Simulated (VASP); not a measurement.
# BaTiO3 (P4mm) in VASP: further runs

BaTiO3 is run at these levels: PBEsol; tasks: single point.

Everything below comes from runs of VASP 6.6.1. Logs are shortened: lines on timing, memory, paths and dates and some standing lists are left out, and cuts for length are marked.

### Step 1. The cell of the first run

It takes space group P4mm (No. 99, tetragonal). Conventional cell: a = 3.955 Å, b = 3.955 Å, c = 4.044 Å, α = 90.00°, β = 90.00°, γ = 90.00°. Within 3.7 Å of Ba (site symmetry 4mm) lie 12 O at 2.77 to 2.88 Å and 8 Ti at 3.42 to 3.49 Å. Within 2.4 Å of Ti (site symmetry 4mm) lie 6 O at 1.84 to 2.20 Å. O (site symmetry 2mm) has 2 Ti at 1.98 Å within 2.6 Å. Within 2.4 Å of O (site symmetry 4mm) lie 2 Ti at 1.84 to 2.20 Å.

### Step 2. Single point, PBEsol

Contents of INCAR:

```
SYSTEM = BaTiO3
PREC = Accurate
ENCUT = 520
EDIFF = 1E-6
ISMEAR = 0
SIGMA = 0.02
LREAL = .FALSE.
LASPH = .TRUE.
NELM = 60
ALGO = Normal
ISIF = 2
LWAVE = .FALSE.
LCHARG = .TRUE.
GGA = PS
LELF = .TRUE.
LVHAR = .TRUE.
NBANDS = 28
```

Contents of KPOINTS:

```
Automatic mesh
0
G
  8 8 8
  0 0 0
```

Contents of POSCAR:

```
BaTiO3
1.0
    3.9554885124      0.0000000000      0.0000000000
    0.0000000000      3.9554885124      0.0000000000
    0.0000000000      0.0000000000      4.0440396096
Ba Ti O
1 1 3
Direct
    0.5000000000      0.5000000000      0.5825208321
    0.0000000000      0.0000000000      0.0977311510
    0.0000000000      0.5000000000      0.0634795542
    0.5000000000      0.0000000000      0.0634795542
    0.0000000000      0.0000000000      0.5527858984
```

Potentials or basis: VASP PAW PBE potentials, release 64 (Ba_sv, Ti_sv, O).

Command:

```sh
$ cat potpaw_PBE.64/Ba_sv/POTCAR potpaw_PBE.64/Ti_sv/POTCAR potpaw_PBE.64/O/POTCAR > POTCAR
$ mpirun -np 1 vasp_std > vasp.out
```

OUTCAR:

```text
SYSTEM = BaTiO3
   PREC = Accurate
   ENCUT = 520
   EDIFF = 1E-6
   ISMEAR = 0
   LREAL = .FALSE.
   LASPH = .TRUE.
   NELM = 60
   ISIF = 2
   GGA = PS

 ion  position               nearest neighbor table
   1  0.500  0.500  0.583-   3 2.77   4 2.77   4 2.77   3 2.77   5 2.80   5 2.80   5 2.80   5 2.80
                             3 2.88   4 2.88   3 2.88   4 2.88   2 3.42   2 3.42   2 3.42   2 3.42
   2  0.000  0.000  0.098-   5 1.84   4 1.98   3 1.98   3 1.98   4 1.98   5 2.20   1 3.42   1 3.42
                             1 3.42   1 3.42   1 3.49   1 3.49   1 3.49   1 3.49
   3  0.000  0.500  0.063-   2 1.98   2 1.98   1 2.77   1 2.77   1 2.88   1 2.88
   4  0.500  0.000  0.063-   2 1.98   2 1.98   1 2.77   1 2.77   1 2.88   1 2.88
   5  0.000  0.000  0.553-   2 1.84   2 2.20   1 2.80   1 2.80   1 2.80   1 2.80

  LATTYP: Found a simple tetragonal cell.
 ALAT       =     3.9554885124
 C/A-ratio  =     1.0223868928

  Lattice vectors:

 A1 = (   3.9554885124,   0.0000000000,   0.0000000000)
 A2 = (   0.0000000000,   3.9554885124,   0.0000000000)
 A3 = (   0.0000000000,   0.0000000000,   4.0440396096)

Analysis of symmetry for initial positions (statically):
=====================================================================
 Subroutine PRICEL returns:
 Original cell was already a primitive cell.

 Routine SETGRP: Setting up the symmetry group for a
 simple tetragonal supercell.

 Subroutine GETGRP returns: Found  8 space group operations
 (whereof  8 operations were pure point group operations)
 out of a pool of 16 trial point group operations.

The static configuration has the point symmetry C_4v.

Analysis of symmetry for dynamics (positions and initial velocities):
=====================================================================
 Subroutine PRICEL returns:
 Original cell was already a primitive cell.

 Routine SETGRP: Setting up the symmetry group for a
 simple tetragonal supercell.

 Subroutine GETGRP returns: Found  8 space group operations
 (whereof  8 operations were pure point group operations)
 out of a pool of 16 trial point group operations.

The dynamic configuration has the point symmetry C_4v.

 Subroutine INISYM returns: Found  8 space group operations
 (whereof  8 operations are pure point group operations),
 and found     1 'primitive' translations

----------------------------------------------------------------------------------------

                                     Primitive cell

  volume of cell :      63.2726

  direct lattice vectors                    reciprocal lattice vectors
     3.955488512  0.000000000  0.000000000     0.252813274  0.000000000  0.000000000
     0.000000000  3.955488512  0.000000000     0.000000000  0.252813274  0.000000000
     0.000000000  0.000000000  4.044039610     0.000000000  0.000000000  0.247277499

  length of vectors
     3.955488512  3.955488512  4.044039610     0.252813274  0.252813274  0.247277499

  position of ions in fractional coordinates (direct lattice)
     0.500000000  0.500000000  0.582520832
     0.000000000  0.000000000  0.097731151
     0.000000000  0.500000000  0.063479554
     0.500000000  0.000000000  0.063479554
     0.000000000  0.000000000  0.552785898

  ion indices of the primitive-cell ions
   primitive index   ion index
                 1           1
                 2           2
                 3           3
                 4           4
                 5           5

----------------------------------------------------------------------------------------

 KPOINTS: Automatic mesh

Automatic generation of k-mesh.
 Grid dimensions read from file:
 generate k-points for:    8    8    8

 Generating k-lattice:

  Cartesian coordinates                     Fractional coordinates (reciprocal lattice)
     0.031601659  0.000000000  0.000000000     0.125000000  0.000000000  0.000000000
     0.000000000  0.031601659  0.000000000     0.000000000  0.125000000  0.000000000
     0.000000000  0.000000000  0.030909687     0.000000000  0.000000000  0.125000000

  Length of vectors
     0.031601659  0.031601659  0.030909687

  Shift w.r.t. Gamma in fractional coordinates (k-lattice)
     0.000000000  0.000000000  0.000000000

 Subroutine IBZKPT returns following result:
 ===========================================

 Found     75 irreducible k-points:

 Following reciprocal coordinates:
            Coordinates               Weight
  0.000000  0.000000  0.000000      1.000000
  0.125000  0.000000  0.000000      4.000000
  0.250000  0.000000  0.000000      4.000000
  0.375000  0.000000  0.000000      4.000000
  0.500000  0.000000  0.000000      2.000000
  0.125000  0.125000  0.000000      4.000000
[... 16 lines left out ...]
  0.375000  0.125000  0.125000     16.000000
  0.500000  0.125000  0.125000      8.000000
 [... further k-points ...]
   k-points           NKPTS =     75   k-points in BZ     NKDIM =     75   number of bands    NBANDS=     28
   number of dos      NEDOS =    301   number of ions     NIONS =      5
   total plane-waves  NPLWV =  27000
   dimension x,y,z NGX =    30 NGY =   30 NGZ =   30
   dimension x,y,z NGXF=    60 NGYF=   60 NGZF=   60
   ions per type =               1   1   3
   NGX,Y,Z   is equivalent  to a cutoff of  12.61, 12.61, 12.33 a.u.
   NGXF,Y,Z  is equivalent  to a cutoff of  25.22, 25.22, 24.67 a.u.
 SYSTEM =  BaTiO3
   PREC   = accura    normal or accurate (medium, high low for compatibility)
   ISTART =      0    job   : 0-new  1-cont  2-samecut
   ICHARG =      2    charge: 1-file 2-atom 10-const
   ISPIN  =      1    spin polarized calculation?
   LNONCOLLINEAR =      F non collinear calculations
   LSORBIT =      F    spin-orbit coupling
   LASPH  =      T    aspherical Exc in radial PAW
   ENCUT  =  520.0 eV  38.22 Ry    6.18 a.u.   7.35  7.35  7.52*2*pi/ulx,y,z
   NELM   =     60;   NELMIN=  2; NELMDL= -5     # of ELM steps
   EDIFF  = 0.1E-05   stopping-criterion for ELM
   LREAL  =      F    real-space projection
   EDIFFG = 0.1E-04   stopping-criterion for IOM
   NSW    =      0    number of steps for IOM
   IBRION =     -1    ionic relax: 0-MD 1-quasi-New 2-CG
   NFREE  =      0    steps in history (QN), initial steepest desc. (CG)
   ISIF   =      2    stress and relaxation
   ISYM   =      2    0-nonsym 1-usesym 2-fastsym
   POTIM  = 0.5000    time-step for ionic-motion
   TEBEG  =    0.0;   TEEND  =   0.0 temperature during run
   PSTRESS=    0.0 pullay stress
   NELECT =      40.0000    total number of electrons
   NUPDOWN=      -1.0000    fix difference up-down
   EMIN   =  10.00;   EMAX   =-10.00  energy-range for DOS
   EFERMI =   0.00;   METHOD = LEGACY
   ISMEAR =     0;   SIGMA  =   0.02  broadening in eV -4-tet -1-fermi 0-gaus
   EFERMI_NEDOS =   21; number of points for ismear=-14 and -15
   IALGO  =     38    algorithm
   IMIX   =      4    mixing-type and parameters
     AMIX     =   0.40;   BMIX     =  1.00
     AMIX_MAG =   1.60;   BMIX_MAG =  1.00
  volume/ion in A,a.u.               =      12.65        85.40
  Fermi-wavevector in a.u.,A,eV,Ry     =   1.405043  2.655146 26.859884  1.974146
  Thomas-Fermi vector in A             =   2.527544
   LORBIT       =      0    0 simple, 1 ext, 2 COOP (PROOUT), +10 PAW based schemes
   GGA     = PS    functional components
   LHFCALC =     F    Hartree Fock is set to
   AEXX    =    0.0000 exact exchange contribution
   IVDW    =     0    specifies the selected vdW correction
   LEPSILON=     F    determine dielectric tensor
   LRPA    =     F    only Hartree local field effects (RPA)
 non-spin polarized calculation
 Gauss-broadening in eV      SIGMA  =   0.02
  energy-cutoff  :      520.00
  volume of cell :       63.27
 maximum number of plane-waves:      1743
 NGX is ok and might be reduce to    30
   NGX = 15   NGY = 15   NGZ = 15

 number of electron      39.9999987 magnetization

 Free energy of the ion-electron system (eV)
  ---------------------------------------------------
  ext. energy  EPLUGINS =         0.00000000
  ---------------------------------------------------
  free energy    TOTEN  =       -41.99668948 eV

  energy without entropy =      -41.99668948  energy(sigma->0) =      -41.99668948

 E-fermi :   4.0091     XC(G=0): -11.5769

 val. band max:        3.8945372440   @ k =   0.5000   0.5000   0.5000
 cond. band min:       5.6761419579   @ k =   0.0000   0.0000   0.0000
 fundamental gap:      1.7816047139
 Fermi energy:         4.0090691220

 k-point     1 :       0.0000    0.0000    0.0000
  band No.  band energies     occupation
      1     -52.3446      2.00000
      2     -28.7522      2.00000
      3     -28.6797      2.00000
      4     -28.6797      2.00000
      5     -20.9631      2.00000
      6     -13.0484      2.00000
[... 20 lines left out ...]
     27       8.8478      0.00000
     28      11.0821      0.00000

 k-point     2 :       0.1250    0.0000    0.0000
  band No.  band energies     occupation
      1     -52.3444      2.00000
      2     -28.7518      2.00000
      3     -28.6891      2.00000
      4     -28.6794      2.00000
      5     -20.9432      2.00000
      6     -13.0605      2.00000
[... 20 lines left out ...]
     27       9.1630      0.00000
     28      11.4694      0.00000

 k-point     3 :       0.2500    0.0000    0.0000
  band No.  band energies     occupation
      1     -52.3439      2.00000
      2     -28.7509      2.00000
      3     -28.7115      2.00000
      4     -28.6785      2.00000
      5     -20.8944      2.00000
      6     -13.1416      2.00000
[... 20 lines left out ...]
     27       9.9512      0.00000
     28      12.1607      0.00000

 k-point     4 :       0.3750    0.0000    0.0000
  band No.  band energies     occupation
      1     -52.3434      2.00000
      2     -28.7500      2.00000
      3     -28.7338      2.00000
      4     -28.6776      2.00000
      5     -20.8446      2.00000
      6     -13.2658      2.00000
[... 578 lines left out ...]
     27      10.3873      0.00000
     28      12.1034      0.00000

 k-point    23 :       0.3750    0.1250    0.1250
  band No.  band energies     occupation
      1     -52.3431      2.00000
      2     -28.7567      2.00000
      3     -28.7327      2.00000
      4     -28.6864      2.00000
      5     -20.8198      2.00000
      6     -13.1325      2.00000
[... 20 lines left out ...]
     27      11.3189      0.00000
     28      12.4523      0.00000

 k-point    24 :       0.5000    0.1250    0.1250
  band No.  band energies     occupation
      1     -52.3429      2.00000
      2     -28.7562      2.00000
      3     -28.7418      2.00000
      4     -28.6860      2.00000
      5     -20.8009      2.00000
      6     -13.1737      2.00000
[... 20 lines left out ...]
     27      11.7276      0.00000
     28      12.5971      0.00000

 [... further k-points ...]

------------------------ aborting loop because EDIFF is reached ----------------------------------------

  FORCE on cell =-STRESS in cart. coord.  units (eV):
  Direction    XX          YY          ZZ          XY          YZ          ZX
  --------------------------------------------------------------------------------------
  -------------------------------------------------------------------------------------
  Total        0.7622785      0.7622785      0.7838319      0.0000000      0.0000000      0.0000000
  in kB       19.3022797     19.3022797     19.8480508      0.0000000      0.0000000      0.0000000
  external PRESSURE =      19.4842034 kB  Pullay stress =       0.0000000 kB

 VOLUME and BASIS-vectors are now :
 -----------------------------------------------------------------------------
  energy-cutoff  :      520.00
  volume of cell :       63.27
      direct lattice vectors                 reciprocal lattice vectors
     3.955488512  0.000000000  0.000000000     0.252813274  0.000000000  0.000000000
     0.000000000  3.955488512  0.000000000     0.000000000  0.252813274  0.000000000
     0.000000000  0.000000000  4.044039610     0.000000000  0.000000000  0.247277499

 POSITION                                       TOTAL-FORCE (eV/Angst)
 -----------------------------------------------------------------------------------
      1.97774      1.97774      2.35574        -0.000000      0.000000     -0.034794
      0.00000      0.00000      0.39523         0.000000     -0.000000     -0.052659
      0.00000      1.97774      0.25671        -0.000000      0.000000      0.017420
      1.97774      0.00000      0.25671        -0.000000     -0.000000      0.017420
      0.00000      0.00000      2.23549        -0.000000     -0.000000      0.052613
 -----------------------------------------------------------------------------------
    total drift:                                0.000000      0.000000     -0.000078

  FREE ENERGIE OF THE ION-ELECTRON SYSTEM (eV)
  ---------------------------------------------------
  free  energy   TOTEN  =       -41.9966894792 eV

  energy  without entropy=      -41.9966894792  energy(sigma->0) =      -41.99668948
```

Wall time 72 s (1 thread of AMD EPYC 9R45 (Zen 5), shared host); peak memory 0.23 GiB.

What came out:

* Free energy: -41.9967 eV
* Pressure: 1.9 GPa
* Largest force: 0.053 eV/Å
* Band gap on the k mesh: 1.78 eV, indirect (least direct gap 2.19 eV)

Forces in eV/Å, atoms in the order of the input:
```
Ba   0.000  0.000 -0.035
Ti   0.000  0.000 -0.053
O    0.000  0.000  0.017
O    0.000  0.000  0.017
O    0.000  0.000  0.053
```

Caveat: the PAW data sets were made with another functional, which shifts forces and pressure a little; spin-orbit coupling is left out, which moves the levels of the heavy elements.

### Step 3. Single point, PBEsol (biaxial strain in the a-b plane: +1.5 %)

Contents of INCAR:

```
SYSTEM = BaTiO3
PREC     = Accurate       ! precision mode
ENCUT    = 520            ! plane-wave cutoff, eV
EDIFF    = 1E-6           ! SCF threshold, eV
ISMEAR   = 0              ! smearing method
SIGMA    = 0.02           ! smearing width, eV
LREAL    = .FALSE.        ! projectors in reciprocal space
LASPH    = .TRUE.         ! aspherical terms in the spheres
NELM     = 100            ! most SCF steps
ALGO     = Normal         ! electronic algorithm
ISIF     = 2              ! what is computed and relaxed
LWAVE    = .FALSE.        ! write WAVECAR
LCHARG   = .FALSE.        ! write CHGCAR
GGA      = PS             ! functional
NBANDS   = 28             ! bands
```

Contents of KPOINTS:

```
regular mesh
0
G
  8 8 8
  0 0 0
```

Contents of POSCAR:

```
BaTiO3
1.0
    4.0148208403      0.0000000000      0.0000000000
    0.0000000000      4.0148208403      0.0000000000
    0.0000000000      0.0000000000      4.0076432497
Ba Ti O
1 1 3
Direct
    0.5000000000      0.5000000000      0.5825208317
    0.0000000000      0.0000000000      0.0977311502
    0.0000000000      0.5000000000      0.0634795547
    0.5000000000      0.0000000000      0.0634795547
    0.0000000000      0.0000000000      0.5527858987
```

Potentials or basis: VASP PAW PBE potentials, release 64 (Ba_sv, Ti_sv, O).

Command:

```sh
$ cat potpaw_PBE.64/Ba_sv/POTCAR potpaw_PBE.64/Ti_sv/POTCAR potpaw_PBE.64/O/POTCAR > POTCAR
$ mpirun -np 1 vasp_std > vasp.out
```

Wall time 65 s (1 thread of Intel Xeon 6975P-C (Granite Rapids), shared host); peak memory 0.26 GiB.

The run converged. Its results:

| Item | Value |
| --- | --- |
| Free energy | -41.9833 eV |
| Pressure | -1.6 GPa |
| Largest force | 0.214 eV/Å |
| Band gap on the k mesh | 1.75 eV, indirect (least direct gap 2.13 eV) |

Forces in eV/Å, atoms in the order of the input:
```
Ba   0.000  0.000 -0.036
Ti   0.000  0.000 -0.214
O    0.000  0.000  0.039
O    0.000  0.000  0.039
O    0.000  0.000  0.172
```

Stress tensor (GPa, compression positive):
```
-3.20  0.00  0.00
 0.00 -3.20  0.00
 0.00  0.00  1.61
```

Levels at points of the mesh, in eV from the valence-band top:
| k point | band 17 | band 18 | band 19 | band 20 | band 21 | band 22 | band 23 | band 24 |
| --- | --- | --- | --- | --- | --- | --- | --- | --- |
| (0.00, 0.00, 0.00) | -1.14 | -0.45 | -0.38 | -0.38 | 1.75 | 2.17 | 2.17 | 4.01 |
| (0.50, 0.00, 0.00) | -1.81 | -1.65 | -1.14 | -0.98 | 2.29 | 3.48 | 3.56 | 4.20 |
| (0.50, 0.50, 0.00) | -1.84 | -1.13 | -1.13 | -0.09 | 3.58 | 3.58 | 3.92 | 4.73 |
| (0.00, 0.00, 0.50) | -2.01 | -1.96 | -0.71 | -0.71 | 1.93 | 3.69 | 3.69 | 4.01 |
| (0.50, 0.00, 0.50) | -1.75 | -0.90 | -0.88 | -0.24 | 3.51 | 3.70 | 3.97 | 4.84 |
| (0.50, 0.50, 0.50) | -2.38 | -0.15 | -0.15 | 0.00 | 4.15 | 4.22 | 4.22 | 6.29 |

Caveat: the cell differs from its parent crystal (biaxial strain in the a-b plane: +1.5 %); the PAW data sets were made with another functional, which shifts forces and pressure a little; spin-orbit coupling is left out, which moves the levels of the heavy elements.

### Step 4. Single point, PBEsol (biaxial strain in the a-b plane: +3.0 %, then relaxed in part)

Contents of INCAR:

```
ALGO     = Normal         # electronic algorithm
EDIFF    = 1E-6           # SCF threshold, eV
ENCUT    = 520            # plane-wave cutoff, eV
GGA      = PS             # functional
ISIF     = 2              # what is computed and relaxed
ISMEAR   = 0              # smearing method
LASPH    = T              # aspherical terms in the spheres
LCHARG   = T              # write CHGCAR
LELF     = T              # ELF
LREAL    = F              # projectors in reciprocal space
LVHAR    = T            
LWAVE    = F              # write WAVECAR
NBANDS   = 28             # bands
NELM     = 80             # most SCF steps
PREC     = Accurate       # precision mode
SIGMA    = 0.02           # smearing width, eV
```

Contents of KPOINTS:

```
k-points
0
Gamma
  8 8 8
```

Contents of POSCAR:

```
BaTiO3
1.0
    4.0741531679      0.0000000000      0.0000000000
    0.0000000000      4.0741531679      0.0000000000
    0.0000000000      0.0000000000      3.9197279262
Ba Ti O
1 1 3
Direct
    0.5000000000      0.5000000000      0.5768251875
    0.0000000000      0.0000000000      0.0856002311
    0.0000000000      0.5000000000      0.0675449126
    0.5000000000      0.0000000000      0.0675449126
    0.0000000000      0.0000000000      0.5624817462
```

Command:

```sh
$ cat potpaw_PBE.64/Ba_sv/POTCAR potpaw_PBE.64/Ti_sv/POTCAR potpaw_PBE.64/O/POTCAR > POTCAR
$ mpirun -np 1 vasp_std > vasp.out
```

Wall time 71 s (1 thread of Intel Xeon 6975P-C (Granite Rapids), shared host); peak memory 0.26 GiB.

Results (log left out):

```yaml
Free_energy: -41.9201 eV
Pressure: -3.8 GPa
Largest_force: 0.037 eV/Å
Band_gap_on_the_k_mesh: 1.65 eV, indirect (least direct gap 1.86 eV)
```

Forces on the atoms (eV/Å):
```
Ba   0.000  0.000 -0.018
Ti   0.000  0.000 -0.036
O    0.000  0.000  0.009
O    0.000  0.000  0.009
O    0.000  0.000  0.037
```

Stress tensor (GPa, compression positive):
```
-6.66  0.00  0.00
 0.00 -6.66  0.00
 0.00  0.00  1.91
```

Levels at points of the mesh, in eV from the valence-band top:
```csv
k point,band 18,band 19,band 20,band 21,band 22,band 23
"(0.00, 0.00, 0.00)",-0.24,-0.24,-0.21,1.65,1.85,1.85
"(0.50, 0.00, 0.00)",-1.63,-0.81,-0.79,1.98,3.32,3.36
"(0.50, 0.50, 0.00)",-1.17,-1.17,-0.17,3.37,3.37,3.72
"(0.00, 0.00, 0.50)",-1.89,-0.74,-0.74,1.85,3.71,3.71
"(0.50, 0.00, 0.50)",-0.79,-0.78,-0.11,3.34,3.71,3.96
"(0.50, 0.50, 0.50)",-0.05,0.00,0.00,3.98,4.20,4.20
```

Caveat: the cell differs from its parent crystal (biaxial strain in the a-b plane: +3.0 %, then relaxed in part); the PAW data sets were made with another functional, which shifts forces and pressure a little; spin-orbit coupling is left out, which moves the levels of the heavy elements. A k mesh can miss the band edges.

[end of part 1 of 2]
